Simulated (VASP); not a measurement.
# ZnSe (F-43m) in VASP: G0W0 quasiparticle levels with PBE

Aim: the G0W0 quasiparticle levels of ZnSe with PBE.

All numbers are computed with VASP 6.6.1; they aren't measurements. Logs are shortened: lines on timing, memory, paths and dates and some standing lists are left out, and cuts for length are marked.

## (1) The cell of the first run

It takes space group F-43m (No. 216, cubic). The conventional cell has a = 5.665 Å, b = 5.665 Å, c = 5.665 Å, α = 90.00°, β = 90.00°, γ = 90.00°. Zn (site symmetry -43m) has 4 Se at 2.45 Å within 3.2 Å. Se (site symmetry -43m) has 4 Zn at 2.45 Å within 3.2 Å.

## (2) G0W0 quasiparticle levels, PBE

POSCAR reads:

```
ZnSe
1.0
    0.0000000000      2.8324246769      2.8324246769
    2.8324246769      0.0000000000      2.8324246769
    2.8324246769      2.8324246769      0.0000000000
Zn Se
1 1
Direct
    0.0000000000      0.0000000000      0.0000000000
    0.2500000000      0.2500000000      0.2500000000
```

INCAR.step1 reads:

```
SYSTEM = ZnSe
ALGO = Normal
EDIFF = 1E-8
ENCUT = 500
GGA = PE
ISMEAR = 0
LASPH = .True.
LCHARG = .False.
LREAL = .False.
LWAVE = .True.
NELM = 100
PREC = Accurate
SIGMA = 0.01
```

INCAR.step2 reads:

```
SYSTEM = ZnSe
ALGO = Exact
EDIFF = 1E-8
ENCUT = 500
GGA = PE
ISMEAR = 0
ISTART = 1
LASPH = .True.
LCHARG = .False.
LOPTICS = .True.
LREAL = .False.
LWAVE = .True.
NBANDS = 198
NELM = 1
PREC = Accurate
SIGMA = 0.01
```

INCAR.step3 reads:

```
SYSTEM = ZnSe
ALGO = EVGW0
EDIFF = 1E-8
ENCUT = 500
ENCUTGW = 150.0
GGA = PE
ISMEAR = 0
ISTART = 1
LASPH = .True.
LCHARG = .False.
LREAL = .False.
LWAVE = .False.
NBANDS = 198
NBANDSGW = 17
NELMGW = 1
NOMEGA = 96
OMEGAMAX = 20
PREC = Accurate
PRECFOCK = Fast
SIGMA = 0.01
```

KPOINTS reads:

```
k-points
0
Gamma
  4 4 4
  0 0 0
```

Potentials or basis: VASP PAW PBE potentials, release 64 (Zn_GW, Se_GW).

Started as:

```
> cat potpaw_PBE.64/Zn_GW/POTCAR potpaw_PBE.64/Se_GW/POTCAR > POTCAR
> cp INCAR.step1 INCAR
> mpirun -np 1 vasp_std > vasp.out
> cp INCAR.step2 INCAR
> mpirun -np 1 vasp_std > vasp.out
> cp INCAR.step3 INCAR
> mpirun -np 1 vasp_std > vasp.out
```

OUTCAR:

```text
SYSTEM = ZnSe
   EDIFF = 1E-8
   ENCUT = 500
   ENCUTGW = 150.0
   GGA = PE
   ISMEAR = 0
   ISTART = 1
   LASPH = .True.
   LREAL = .False.
   NELMGW = 1
   PREC = Accurate
   PRECFOCK = Fast

 ion  position               nearest neighbor table
   1  0.000  0.000  0.000-   2 2.45   2 2.45   2 2.45   2 2.45
   2  0.250  0.250  0.250-   1 2.45   1 2.45   1 2.45   1 2.45

  LATTYP: Found a face centered cubic cell.
 ALAT       =     5.6648493538

  Lattice vectors:

 A1 = (   0.0000000000,   2.8324246769,   2.8324246769)
 A2 = (   2.8324246769,   0.0000000000,   2.8324246769)
 A3 = (   2.8324246769,   2.8324246769,   0.0000000000)

Analysis of symmetry for initial positions (statically):
=====================================================================
 Subroutine PRICEL returns:
 Original cell was already a primitive cell.

 Routine SETGRP: Setting up the symmetry group for a
 face centered cubic supercell.

 Subroutine GETGRP returns: Found 24 space group operations
 (whereof 24 operations were pure point group operations)
 out of a pool of 48 trial point group operations.

The static configuration has the point symmetry T_d .

Analysis of symmetry for dynamics (positions and initial velocities):
=====================================================================
 Subroutine PRICEL returns:
 Original cell was already a primitive cell.

 Routine SETGRP: Setting up the symmetry group for a
 face centered cubic supercell.

 Subroutine GETGRP returns: Found 24 space group operations
 (whereof 24 operations were pure point group operations)
 out of a pool of 48 trial point group operations.

The dynamic configuration has the point symmetry T_d .

 Subroutine INISYM returns: Found 24 space group operations
 (whereof 24 operations are pure point group operations),
 and found     1 'primitive' translations

----------------------------------------------------------------------------------------

                                     Primitive cell

  volume of cell :      45.4470

  direct lattice vectors                    reciprocal lattice vectors
     0.000000000  2.832424677  2.832424677    -0.176527201  0.176527201  0.176527201
     2.832424677  0.000000000  2.832424677     0.176527201 -0.176527201  0.176527201
     2.832424677  2.832424677  0.000000000     0.176527201  0.176527201 -0.176527201

  length of vectors
     4.005653392  4.005653392  4.005653392     0.305754081  0.305754081  0.305754081

  position of ions in fractional coordinates (direct lattice)
     0.000000000  0.000000000  0.000000000
     0.250000000  0.250000000  0.250000000

  ion indices of the primitive-cell ions
   primitive index   ion index
                 1           1
                 2           2

----------------------------------------------------------------------------------------

 KPOINTS: k-points

Automatic generation of k-mesh.
 Grid dimensions read from file:
 generate k-points for:    4    4    4

 Generating k-lattice:

  Cartesian coordinates                     Fractional coordinates (reciprocal lattice)
    -0.044131800  0.044131800  0.044131800     0.250000000  0.000000000  0.000000000
     0.044131800 -0.044131800  0.044131800     0.000000000  0.250000000  0.000000000
     0.044131800  0.044131800 -0.044131800     0.000000000  0.000000000  0.250000000

  Length of vectors
     0.076438520  0.076438520  0.076438520

  Shift w.r.t. Gamma in fractional coordinates (k-lattice)
     0.000000000  0.000000000  0.000000000

 Subroutine IBZKPT returns following result:
 ===========================================

 Found      8 irreducible k-points:

 Following reciprocal coordinates:
            Coordinates               Weight
  0.000000  0.000000  0.000000      1.000000
  0.250000  0.000000  0.000000      8.000000
  0.500000  0.000000  0.000000      4.000000
  0.250000  0.250000  0.000000      6.000000
  0.500000  0.250000  0.000000     24.000000
 -0.250000  0.250000  0.000000     12.000000
  0.500000  0.500000  0.000000      3.000000
 -0.250000  0.500000  0.250000      6.000000
   k-points           NKPTS =      8   k-points in BZ     NKDIM =     64   number of bands    NBANDS=    198
   number of dos      NEDOS =    301   number of ions     NIONS =      2
   total plane-waves  NPLWV =  27000
   dimension x,y,z NGX =    30 NGY =   30 NGZ =   30
   dimension x,y,z NGXF=    60 NGYF=   60 NGZF=   60
   ions per type =               1   1
   NGX,Y,Z   is equivalent  to a cutoff of  12.45, 12.45, 12.45 a.u.
   NGXF,Y,Z  is equivalent  to a cutoff of  24.90, 24.90, 24.90 a.u.
 SYSTEM =  ZnSe
   PREC   = accura    normal or accurate (medium, high low for compatibility)
   ISTART =      1    job   : 0-new  1-cont  2-samecut
   ICHARG =      0    charge: 1-file 2-atom 10-const
   ISPIN  =      1    spin polarized calculation?
   LNONCOLLINEAR =      F non collinear calculations
   LSORBIT =      F    spin-orbit coupling
   LASPH  =      T    aspherical Exc in radial PAW
   ENCUT  =  500.0 eV  36.75 Ry    6.06 a.u.   7.30  7.30  7.30*2*pi/ulx,y,z
   NELM   =     60;   NELMIN=  2; NELMDL=  0     # of ELM steps
   EDIFF  = 0.1E-07   stopping-criterion for ELM
   LREAL  =      F    real-space projection
   EDIFFG = 0.1E-06   stopping-criterion for IOM
   NSW    =      0    number of steps for IOM
   IBRION =     -1    ionic relax: 0-MD 1-quasi-New 2-CG
   NFREE  =      0    steps in history (QN), initial steepest desc. (CG)
   ISIF   =      0    stress and relaxation
   ISYM   =      3    0-nonsym 1-usesym 2-fastsym
   POTIM  = 0.5000    time-step for ionic-motion
   TEBEG  =    0.0;   TEEND  =   0.0 temperature during run
   PSTRESS=    0.0 pullay stress
   NELECT =      18.0000    total number of electrons
   NUPDOWN=      -1.0000    fix difference up-down
   EMIN   =  10.00;   EMAX   =-10.00  energy-range for DOS
   EFERMI =   0.00;   METHOD = LEGACY
   ISMEAR =     0;   SIGMA  =   0.01  broadening in eV -4-tet -1-fermi 0-gaus
   EFERMI_NEDOS =   21; number of points for ismear=-14 and -15
   IALGO  =     38    algorithm
   IMIX   =      4    mixing-type and parameters
     AMIX     =   0.40;   BMIX     =  1.00
     AMIX_MAG =   1.60;   BMIX_MAG =  1.00
  volume/ion in A,a.u.               =      22.72       153.35
  Fermi-wavevector in a.u.,A,eV,Ry     =   1.202257  2.271936 19.666157  1.445422
  Thomas-Fermi vector in A             =   2.338043
   LORBIT       =      0    0 simple, 1 ext, 2 COOP (PROOUT), +10 PAW based schemes
   GGA     = PE    functional components
   LHFCALC =     T    Hartree Fock is set to
   PRECFOCK=fast      Normal, Fast or Accurate (Low or Medium for compatibility)
   ENCUT4O =  -1.0   cutoff for four orbital integrals eV
   NKREDX  =     1    reduce k-point grid by
   NKREDY  =     1    reduce k-point grid by
   NKREDZ  =     1    reduce k-point grid by
   AEXX    =    1.0000 exact exchange contribution
   HFSCREEN=    0.0000 screening length (either q_TF or 0.3 A-1)
   HFSCREENC=   0.0000 screening length for correlation (either q_TF or 0.3 A-1)
   ENCUTFOCK=  -1.0 apply spherical cutoff to Coloumb kernel
   IVDW    =     0    specifies the selected vdW correction
   LEPSILON=     F    determine dielectric tensor
   LRPA    =     F    only Hartree local field effects (RPA)
   LRPAFORCE           =     F    calculate RPA forces
   ENCUTGW             = 150.0    cutoff for response function in eV
   ENCUTGWSOFT         = 120.0    soft cutoff for Coulomb kernel in GW response function in eV
   ENCUTLF             =  -1.0    cutoff for local field effects
   NELMGW              =     1    number of iterations in solving QP/BSE equation
   NELMHF              =     1    number of iterations in the inner HF iteration
   NKREDLFX            =     1    NKREDLFY  =   1   NKREDLFZ  =   1
 non-spin polarized calculation
 Gauss-broadening in eV      SIGMA  =   0.01
  energy-cutoff  :      500.00
  volume of cell :       45.45
 maximum number of plane-waves:      1174
 NGX is ok and might be reduce to    30
  NGX = 18; NGY = 18; NGZ = 18
   NGX = 15   NGY = 15   NGZ = 15
 maximum number of plane-waves:       200
 NGX is ok and might be reduce to    18

 QP shifts <psi_nk| G(iteration)W_0 |psi_nk>: iteration 1
 for sc-GW calculations column KS-energies equals QP-energies in previous step
 and V_xc(KS)=  KS-energies - (<T + V_ion + V_H > + <T+V_H+V_ion>^1  + <V_x>^1)

 k-point   1 :       0.0000    0.0000    0.0000
  band No.  KS-energies  QP-energies   sigma(KS)   V_xc(KS)     V^pw_x(r,r')   Z            occupation Imag(sigma)

      1     -10.5740     -11.1007     -13.1373     -12.3143     -19.8487       0.6400       2.0000       1.0105
      2      -3.8875      -5.4634     -22.0541     -19.6823     -30.8557       0.6645       2.0000       0.1476
      3      -3.8875      -5.4634     -22.0541     -19.6823     -30.8557       0.6645       2.0000       0.1476
      4      -3.8875      -5.4634     -22.0541     -19.6823     -30.8557       0.6645       2.0000       0.1476
      5      -3.5191      -5.1822     -22.9721     -20.4961     -32.0550       0.6717       2.0000       0.1283
      6      -3.5191      -5.1822     -22.9721     -20.4961     -32.0550       0.6717       2.0000       0.1283
[... 9 lines left out ...]
     16      14.1333      14.2804     -10.1331     -10.3325      -5.0154       0.7381       0.0000      -0.2437
     17      15.7241      15.5187      -7.8872      -7.6132      -2.2731       0.7496       0.0000      -0.4873

 k-point   2 :       0.2500    0.0000    0.0000
  band No.  KS-energies  QP-energies   sigma(KS)   V_xc(KS)     V^pw_x(r,r')   Z            occupation Imag(sigma)

      1     -10.2093     -10.7500     -13.3872     -12.5597     -19.9650       0.6534       2.0000       0.9845
      2      -3.8371      -5.4192     -22.1602     -19.7814     -30.9915       0.6651       2.0000       0.1470
      3      -3.8371      -5.4192     -22.1602     -19.7814     -30.9915       0.6651       2.0000       0.1470
      4      -3.8249      -5.3615     -21.4362     -19.1297     -29.9302       0.6662       2.0000       0.1544
      5      -3.5191      -5.1842     -22.9671     -20.4930     -32.0548       0.6730       2.0000       0.1292
      6      -3.5191      -5.1842     -22.9671     -20.4930     -32.0548       0.6730       2.0000       0.1292
[... 9 lines left out ...]
     16      13.3889      13.2431      -7.5390      -7.3430      -2.2284       0.7436       0.0000      -0.2651
     17      16.6507      16.6777      -8.7555      -8.7918      -2.8148       0.7420       0.0000      -0.5247

 k-point   3 :       0.5000    0.0000    0.0000
  band No.  KS-energies  QP-energies   sigma(KS)   V_xc(KS)     V^pw_x(r,r')   Z            occupation Imag(sigma)
[... 85 lines left out ...]
      1      -9.5082     -10.0472     -13.9616     -13.1705     -20.3652       0.6813       2.0000       0.9243
      2      -3.8558      -5.3532     -20.5961     -18.3623     -28.6979       0.6703       2.0000       0.1614
      3      -3.6348      -5.2509     -22.7012     -20.2835     -31.7142       0.6684       2.0000       0.1439
      4      -3.6348      -5.2509     -22.7012     -20.2835     -31.7142       0.6684       2.0000       0.1439
      5      -3.4710      -5.1439     -23.0821     -20.6036     -32.2083       0.6750       2.0000       0.1282
      6      -3.3383      -4.9539     -22.6033     -20.2058     -31.5246       0.6739       2.0000       0.1431
[... 9 lines left out ...]
     16      17.0831      17.1652     -10.2219     -10.3316      -4.4719       0.7487       0.0000      -0.5126
     17      17.0831      17.1652     -10.2219     -10.3316      -4.4719       0.7487       0.0000      -0.5126

 k-point   8 :      -0.2500    0.5000    0.2500
  band No.  KS-energies  QP-energies   sigma(KS)   V_xc(KS)     V^pw_x(r,r')   Z            occupation Imag(sigma)

      1      -9.5032     -10.0338     -13.9757     -13.1853     -20.3859       0.6713       2.0000       0.9113
      2      -3.7704      -5.3486     -21.8751     -19.5192     -30.5391       0.6699       2.0000       0.1488
      3      -3.6809      -5.3019     -22.6537     -20.2283     -31.6814       0.6683       2.0000       0.1435
      4      -3.5514      -5.1763     -22.5185     -20.0963     -31.4021       0.6709       2.0000       0.1340
      5      -3.5486      -5.1999     -22.9490     -20.4860     -32.0669       0.6704       2.0000       0.1363
      6      -3.2166      -4.8439     -22.9760     -20.5676     -31.9887       0.6757       2.0000       0.1414
[... 9 lines left out ...]
     16      16.7621      16.7273      -9.2502      -9.2031      -3.4335       0.7389       0.0000      -0.5343
     17      17.3046      17.5369      -9.9817     -10.2974      -3.9197       0.7359       0.0000      -0.5484
```

It took 2.9 min on 1 thread of Intel Xeon 6975P-C (Granite Rapids), shared host; peak memory 0.53 GiB.

Results:

```
Quasiparticle gap                                   : 2.39 eV
Least direct quasiparticle gap                      : 2.39 eV
Band gap of the starting levels on the mesh         : 1.27 eV
Least direct gap of the starting levels on the mesh : 1.27 eV
```

Caveat: the k points lie up to 0.48 Å⁻¹ apart; bands, screening cutoff and mesh are small and nothing is extrapolated, so the quasiparticle values aren't converged.
